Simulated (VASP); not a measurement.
Al3Cu:

```
CELL_PARAMETERS angstrom
2.77841 0.00000 0.00000
0.00000 2.77841 0.00000
0.00000 0.00000 7.51340
ATOMIC_POSITIONS crystal
Al 0.00000 0.00000 0.50000
Al 0.50000 0.50000 0.22612
Al 0.50000 0.50000 0.77388
Cu 0.00000 0.00000 0.00000
```

Base run:

```yaml
Program: VASP 6.6.1
Functional: PBEsol
Potentials_or_basis: VASP PAW PBE potentials, release 64 (Al, Cu)
Cutoff: 520 eV
k_mesh: 16 × 16 × 6
Occupations: fermi-dirac, width 0.2 eV
Spin: no spin polarisation
```

Its results: band gap on the k mesh zero (bands 10 and 11 overlap by 6.31 eV); pressure 1.4 GPa; largest force 0.174 eV/Å.

**Question.** The run is repeated on the same cell with these changes: occupations from fermi-dirac, width 0.2 eV to fermi-dirac, width 0.5 eV; further incar settings from ALGO = Fast; EDIFF = 1e-06; NBANDS = 18 to ALGO = Fast; EDIFF = 1e-07; NBANDS = 18. What comes out?

**Answer.** Band gap on the k mesh zero (bands 10 and 11 overlap by 6.34 eV); pressure 2.3 GPa; largest force 0.120 eV/Å.

Caveats: the PAW data sets were made with another functional, which shifts forces and pressure a little; so wide a smearing shifts energies and pressures (at least some runs).
